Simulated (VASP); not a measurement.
# SiC: single point with PBE

Crystal: SiC.

```
Si C
1.0
     3.08100    0.00000    0.00000
    -1.54050    2.66822    0.00000
     0.00000    0.00000   10.08500
Si C
4 4
Direct
  0.00000 0.00000 0.00000
  0.33333 0.66667 0.25000
  0.00000 0.00000 0.50000
  0.66667 0.33333 0.75000
  0.00000 0.00000 0.18750
  0.33333 0.66667 0.43750
  0.00000 0.00000 0.68750
  0.66667 0.33333 0.93750
```

```json
{
  "Program": "VASP 6.6.1",
  "Task": "single point",
  "Functional": "PBE",
  "Potentials or basis": "VASP PAW PBE potentials, release 64 (Si, C)",
  "Cutoff": "520 eV",
  "k mesh": "8 × 8 × 3",
  "Occupations": "gaussian, width 0.01 eV",
  "Spin": "no spin polarisation",
  "Dipole correction": "no",
  "Further INCAR settings": "ALGO = Normal; EDIFF = 1e-06; NBANDS = 26"
}
```

```json
{
 "Pressure": "2.8 GPa",
 "Largest force": "0.144 eV/Å",
 "Band gap on the k mesh": "2.21 eV, indirect (least direct gap 3.33 eV)"
}
```

Forces in eV/Å, atoms in the order of the input:
```
Si   0.000  0.000 -0.059
Si   0.000  0.000 -0.035
Si   0.000  0.000 -0.059
Si   0.000  0.000 -0.035
C    0.000  0.000 -0.050
C    0.000  0.000  0.144
C    0.000  0.000 -0.050
C    0.000  0.000  0.144
```

Stress tensor (GPa, compression positive):
```
2.65 0.00 0.00
0.00 2.65 0.00
0.00 0.00 2.98
```

Levels at points of the mesh, in eV from the valence-band top:
```tsv
k point	band 13	band 14	band 15	band 16	band 17	band 18	band 19	band 20
(0.00, 0.00, 0.00)	-0.58	-0.07	0.00	0.00	5.06	5.64	6.26	6.29
(0.50, 0.00, 0.00)	-2.35	-2.22	-1.59	-1.12	2.21	2.34	4.21	4.73
```

It took 22 s on 1 thread of Intel(R) Xeon(R) Platinum 8559C (Emerald Rapids), on a shared host, peak memory 0.19 GiB.

A k mesh can miss the band edges. A hybrid or GW would open this gap; PBE tends to underestimate it.
